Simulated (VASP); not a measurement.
# BaTiO3 (Amm2) in VASP: a series of runs, part 2 of 3

VASP 6.6.1. Earlier steps stand in the parts before.

**3. Single point, r2SCAN+U (strain -0.025 along x and y, +0.025 along z)**

The input, POSCAR:

```
BaTiO3
1.0
    3.8952654280      0.0000000000      0.0000000000
    0.0000000000      2.7714148123      2.9192074213
    0.0000000000     -2.7714148123      2.9192074213
Ba Ti O
1 1 3
Direct
    0.0000000000      0.0044061011      0.0044061011
    0.5000000000      0.5135753575      0.5135753575
    0.0000000000      0.4947134013      0.4947134013
    0.5000000000      0.4954342957      0.9880908444
    0.5000000000      0.9880908444      0.4954342957
```

The input, INCAR.step1:

```
PREC     = Accurate       # precision mode
ENCUT    = 520            # plane-wave cutoff, eV
ISMEAR   = 0              # smearing method
SIGMA    = 0.05           # smearing width, eV
LREAL    = F              # projectors in reciprocal space
LASPH    = T              # aspherical terms in the spheres
NELM     = 150            # most SCF steps
LMAXMIX  = 4              # l up to which the mixer works
LDAU     = T              # DFT+U
LDAUTYPE = 2            
LDAUL    = -1 2 -1        # shell
LDAUU    = 0 4 0          # U, eV
LDAUJ    = 0 0 0        
NBANDS   = 28             # bands
GGA      = PE             # functional
ALGO     = Normal         # electronic algorithm
EDIFF    = 1E-4           # SCF threshold, eV
LWAVE    = T              # write WAVECAR
LCHARG   = F              # write CHGCAR
```

The input, INCAR.step2:

```
PREC     = Accurate       # precision mode
ENCUT    = 520            # plane-wave cutoff, eV
EDIFF    = 1E-7           # SCF threshold, eV
ISMEAR   = 0              # smearing method
SIGMA    = 0.05           # smearing width, eV
LREAL    = F              # projectors in reciprocal space
LASPH    = T              # aspherical terms in the spheres
NELM     = 150            # most SCF steps
ALGO     = Normal         # electronic algorithm
ISIF     = 2              # what is computed and relaxed
LWAVE    = F              # write WAVECAR
LCHARG   = F              # write CHGCAR
LMAXMIX  = 4              # l up to which the mixer works
LDAU     = T              # DFT+U
LDAUTYPE = 2            
LDAUL    = -1 2 -1        # shell
LDAUU    = 0 4 0          # U, eV
LDAUJ    = 0 0 0        
LDAUPRINT= 1            
METAGGA  = R2SCAN         # meta-GGA
LMIXTAU  = T            
NBANDS   = 28             # bands
ISTART   = 1
```

The input, KPOINTS:

```
regular mesh
0
Gamma
  6 6 6
```

Potentials or basis: VASP PAW PBE potentials, release 64 (Ba_sv, Ti_sv, O).

Command:

```
> cat potpaw_PBE.64/Ba_sv/POTCAR potpaw_PBE.64/Ti_sv/POTCAR potpaw_PBE.64/O/POTCAR > POTCAR
> cp INCAR.step1 INCAR
> mpirun -np 1 vasp_std > vasp.out
> cp INCAR.step2 INCAR
> mpirun -np 1 vasp_std > vasp.out
```

OUTCAR:

```text
PREC = Accurate
   ENCUT = 520
   EDIFF = 1E-7
   ISMEAR = 0
   LREAL = F
   LASPH = T
   NELM = 150
   ISIF = 2
   METAGGA = R2SCAN
   ISTART = 1

 ion  position               nearest neighbor table
   1  0.000  0.004  0.004-   3 2.77   3 2.77   4 2.77   5 2.77   4 2.77   5 2.77   5 2.83   4 2.83
                             5 2.83   4 2.83   3 2.86   3 2.98   2 3.39   2 3.39   2 3.39   2 3.39
   2  0.500  0.514  0.514-   4 1.91   5 1.91   3 1.95   3 1.95   5 2.12   4 2.12   1 3.39   1 3.39
                             1 3.39   1 3.39   1 3.46   1 3.46   1 3.55   1 3.55
   3  0.000  0.495  0.495-   2 1.95   2 1.95   1 2.77   1 2.77   1 2.86   1 2.98
   4  0.500  0.495  0.988-   2 1.91   2 2.12   1 2.77   1 2.77   1 2.83   1 2.83
   5  0.500  0.988  0.495-   2 1.91   2 2.12   1 2.77   1 2.77   1 2.83   1 2.83

  LATTYP: Found a base centered orthorhombic cell.
 ALAT       =     5.5428296246
 B/A-ratio  =     1.0533274948
 C/A-ratio  =     0.7027575610

  Lattice vectors:

 A1 = (   0.0000000000,   2.7714148123,  -2.9192074213)
 A2 = (   0.0000000000,   2.7714148123,   2.9192074213)
 A3 = (   3.8952654280,   0.0000000000,   0.0000000000)

Analysis of symmetry for initial positions (statically):
=====================================================================
 Subroutine PRICEL returns:
 Original cell was already a primitive cell.

 Routine SETGRP: Setting up the symmetry group for a
 base centered orthorhombic supercell.

 Subroutine GETGRP returns: Found  4 space group operations
 (whereof  4 operations were pure point group operations)
 out of a pool of  8 trial point group operations.

The static configuration has the point symmetry C_2v.

Analysis of symmetry for dynamics (positions and initial velocities):
=====================================================================
 Subroutine PRICEL returns:
 Original cell was already a primitive cell.

 Routine SETGRP: Setting up the symmetry group for a
 base centered orthorhombic supercell.

 Subroutine GETGRP returns: Found  4 space group operations
 (whereof  4 operations were pure point group operations)
 out of a pool of  8 trial point group operations.

The dynamic configuration has the point symmetry C_2v.

 Subroutine INISYM returns: Found  4 space group operations
 (whereof  4 operations are pure point group operations),
 and found     1 'primitive' translations

----------------------------------------------------------------------------------------

                                     Primitive cell

  volume of cell :      63.0280

  direct lattice vectors                    reciprocal lattice vectors
     3.895265428  0.000000000  0.000000000     0.256721915  0.000000000  0.000000000
     0.000000000  2.771414812  2.919207421     0.000000000  0.180413267  0.171279367
     0.000000000 -2.771414812  2.919207421     0.000000000 -0.180413267  0.171279367

  length of vectors
     3.895265428  4.025234407  4.025234407     0.256721915  0.248768102  0.248768102

  position of ions in fractional coordinates (direct lattice)
     0.000000000  0.004406101  0.004406101
[... 106 lines left out ...]
  Fermi-wavevector in a.u.,A,eV,Ry     =   1.406858  2.658576 26.929330  1.979250
  Thomas-Fermi vector in A             =   2.529176
   LORBIT       =      0    0 simple, 1 ext, 2 COOP (PROOUT), +10 PAW based schemes
 LDA+U is selected, type is set to LDAUTYPE =  2
   angular momentum for each species LDAUL =    -1    2   -1
   U (eV)           for each species LDAUU =   0.0  4.0  0.0
   J (eV)           for each species LDAUJ =   0.0  0.0  0.0
   METAGGA = R2SCAN    functional components
   LHFCALC =     F    Hartree Fock is set to
   AEXX    =    0.0000 exact exchange contribution
   IVDW    =     0    specifies the selected vdW correction
   LEPSILON=     F    determine dielectric tensor
   LRPA    =     F    only Hartree local field effects (RPA)
 non-spin polarized calculation
 Gauss-broadening in eV      SIGMA  =   0.05
  energy-cutoff  :      520.00
  volume of cell :       63.03
 maximum number of plane-waves:      1723
 NGX is ok and might be reduce to    30
   NGX = 15   NGY = 15   NGZ = 15

atom =   2  type =  2  l = 2

 onsite density matrix

spin component  1

  0.1013  0.0000  0.0000  0.0000  0.0000
  0.0000  0.2373  0.0000  0.0000  0.0000
  0.0000  0.0000  0.1352  0.0000 -0.0645
  0.0000  0.0000  0.0000  0.1005  0.0000
  0.0000  0.0000 -0.0645  0.0000  0.2109

spin component  2

  0.1013  0.0000  0.0000  0.0000  0.0000
  0.0000  0.2373  0.0000  0.0000  0.0000
  0.0000  0.0000  0.1352  0.0000 -0.0645
  0.0000  0.0000  0.0000  0.1005  0.0000
  0.0000  0.0000 -0.0645  0.0000  0.2109

 occupancies and eigenvectors

  o =  0.0983  v =  0.0000  0.0000 -0.8677  0.0000 -0.4971  0.0000  0.0000  0.0000  0.0000  0.0000      0.0000  0.0000  0.0000  0.0000  0.0000  0.0000  0.0000  0.0000  0.0000  0.0000
  o =  0.0983  v =  0.0000  0.0000  0.0000  0.0000  0.0000  0.0000  0.0000 -0.8677  0.0000 -0.4971      0.0000  0.0000  0.0000  0.0000  0.0000  0.0000  0.0000  0.0000  0.0000  0.0000
  o =  0.1005  v =  0.0000  0.0000  0.0000  1.0000  0.0000  0.0000  0.0000  0.0000  0.0000  0.0000      0.0000  0.0000  0.0000  0.0000  0.0000  0.0000  0.0000  0.0000  0.0000  0.0000
  o =  0.1005  v =  0.0000  0.0000  0.0000  0.0000  0.0000  0.0000  0.0000  0.0000  1.0000  0.0000      0.0000  0.0000  0.0000  0.0000  0.0000  0.0000  0.0000  0.0000  0.0000  0.0000
  o =  0.1013  v =  0.0000  0.0000  0.0000  0.0000  0.0000  1.0000  0.0000  0.0000  0.0000  0.0000      0.0000  0.0000  0.0000  0.0000  0.0000  0.0000  0.0000  0.0000  0.0000  0.0000
  o =  0.1013  v =  1.0000  0.0000  0.0000  0.0000  0.0000  0.0000  0.0000  0.0000  0.0000  0.0000      0.0000  0.0000  0.0000  0.0000  0.0000  0.0000  0.0000  0.0000  0.0000  0.0000
  o =  0.2373  v =  0.0000  0.0000  0.0000  0.0000  0.0000  0.0000  1.0000  0.0000  0.0000  0.0000      0.0000  0.0000  0.0000  0.0000  0.0000  0.0000  0.0000  0.0000  0.0000  0.0000
  o =  0.2373  v =  0.0000  1.0000  0.0000  0.0000  0.0000  0.0000  0.0000  0.0000  0.0000  0.0000      0.0000  0.0000  0.0000  0.0000  0.0000  0.0000  0.0000  0.0000  0.0000  0.0000
  o =  0.2478  v =  0.0000  0.0000  0.0000  0.0000  0.0000  0.0000  0.0000 -0.4971  0.0000  0.8677      0.0000  0.0000  0.0000  0.0000  0.0000  0.0000  0.0000  0.0000  0.0000  0.0000
  o =  0.2478  v =  0.0000  0.0000 -0.4971  0.0000  0.8677  0.0000  0.0000  0.0000  0.0000  0.0000      0.0000  0.0000  0.0000  0.0000  0.0000  0.0000  0.0000  0.0000  0.0000  0.0000

 number of electron      40.0000011 magnetization

 Free energy of the ion-electron system (eV)
  ---------------------------------------------------
  ext. energy  EPLUGINS =         0.00000000
  ---------------------------------------------------
  free energy    TOTEN  =       -71.48299912 eV

  energy without entropy =      -71.48299912  energy(sigma->0) =      -71.48299912

 E-fermi :   4.1773     XC(G=0): -12.0134

 val. band max:        3.8563697173   @ k =   0.5000   0.5000   0.5000
 cond. band min:       6.6076782128   @ k =   0.0000   0.0000   0.0000
 fundamental gap:      2.7513084955
 Fermi energy:         4.1772820773

 k-point     1 :       0.0000    0.0000    0.0000
  band No.  band energies     occupation
      1     -55.9097      2.00000
      2     -31.0725      2.00000
      3     -31.0393      2.00000
      4     -31.0251      2.00000
      5     -21.6642      2.00000
      6     -14.1768      2.00000
[... 733 lines left out ...]
     27      12.8203      0.00000
     28      13.1223      0.00000

 [... further k-points ...]

------------------------ aborting loop because EDIFF is reached ----------------------------------------

  FORCE on cell =-STRESS in cart. coord.  units (eV):
  Direction    XX          YY          ZZ          XY          YZ          ZX
  --------------------------------------------------------------------------------------
  -------------------------------------------------------------------------------------
  Total        5.2847592      5.6605379      0.2648631      0.0000000      0.0000000      0.0000000
  in kB      134.3390422    143.8913683      6.7328424      0.0000000      0.0000000      0.0000000
  external PRESSURE =      94.9877510 kB  Pullay stress =       0.0000000 kB

 VOLUME and BASIS-vectors are now :
 -----------------------------------------------------------------------------
  energy-cutoff  :      520.00
  volume of cell :       63.03
      direct lattice vectors                 reciprocal lattice vectors
     3.895265428  0.000000000  0.000000000     0.256721915  0.000000000  0.000000000
     0.000000000  2.771414812  2.919207421     0.000000000  0.180413267  0.171279367
     0.000000000 -2.771414812  2.919207421     0.000000000 -0.180413267  0.171279367

 POSITION                                       TOTAL-FORCE (eV/Angst)
 -----------------------------------------------------------------------------------
      0.00000      0.00000      0.02572         0.000000     -0.000000     -0.021166
      1.94763      0.00000      2.99847         0.000000     -0.000000     -0.456638
      0.00000      0.00000      2.88834         0.000000     -0.000000     -0.110648
      1.94763     -1.36536      4.33072         0.000000     -0.337240      0.294226
      1.94763      1.36536      4.33072         0.000000      0.337240      0.294226
 -----------------------------------------------------------------------------------
    total drift:                                0.000000     -0.000001      0.009350

  FREE ENERGIE OF THE ION-ELECTRON SYSTEM (eV)
  ---------------------------------------------------
  free  energy   TOTEN  =       -71.4829991167 eV

  energy  without entropy=      -71.4829991167  energy(sigma->0) =      -71.48299912
```

Run time: 3.9 min. Hardware: 1 thread of AMD EPYC 7R13 (Zen 3), shared host; peak memory 0.2 GiB.

What came out:

```
Free energy            : -71.4830 eV
Pressure               : 9.5 GPa
Largest force          : 0.457 eV/Å
Band gap on the k mesh : 2.75 eV (least direct gap 2.96 eV)
```

Forces in eV/Å, atoms in the order of the input:
```
Ba   0.000  0.000 -0.021
Ti   0.000  0.000 -0.457
O    0.000  0.000 -0.111
O    0.000 -0.337  0.294
O    0.000  0.337  0.294
```

Levels at points of the mesh, in eV from the valence-band top:
```
           k point  band 16  band 17  band 18  band 19  band 20  band 21  band 22  band 23  band 24  band 25
(0.00, 0.00, 0.00)    -1.25    -1.18    -0.52    -0.37    -0.21     2.75     2.88     3.03     4.48     4.58
(0.50, 0.00, 0.00)    -2.15    -1.87    -1.83    -1.27    -0.78     3.10     4.45     4.66     4.68     6.49
(0.00, 0.50, 0.00)    -2.10    -1.75    -1.67    -0.96    -0.89     3.06     4.42     4.45     4.56     6.47
(0.50, 0.50, 0.00)    -2.78    -1.95    -0.90    -0.90    -0.14     4.45     4.69     5.03     5.18     8.35
(0.00, 0.50, 0.50)    -2.56    -1.96    -1.21    -1.01    -0.24     4.38     4.54     4.85     5.54     8.05
(0.50, 0.50, 0.50)    -2.34    -2.21    -0.14    -0.10     0.00     5.11     5.23     5.29     7.01     7.31
```

Eigenvalues of the final occupation matrices:
| site | spin | trace | eigenvalues |
| --- | --- | --- | --- |
| site 2 d | 1 | 0.79 | 0.10 0.10 0.10 0.24 0.25 |
| site 2 d | 2 | 0.79 | 0.10 0.10 0.10 0.24 0.25 |

Caveat: the cell differs from its parent crystal (strain -0.025 along x and y, +0.025 along z); the stress differs along the axes, from 1 to 14 GPa; the PAW data sets were made with another functional, which shifts forces and pressure a little; spin-orbit coupling is left out, which moves the levels of the heavy elements. A k mesh can miss the band edges.

[end of part 2 of 3]
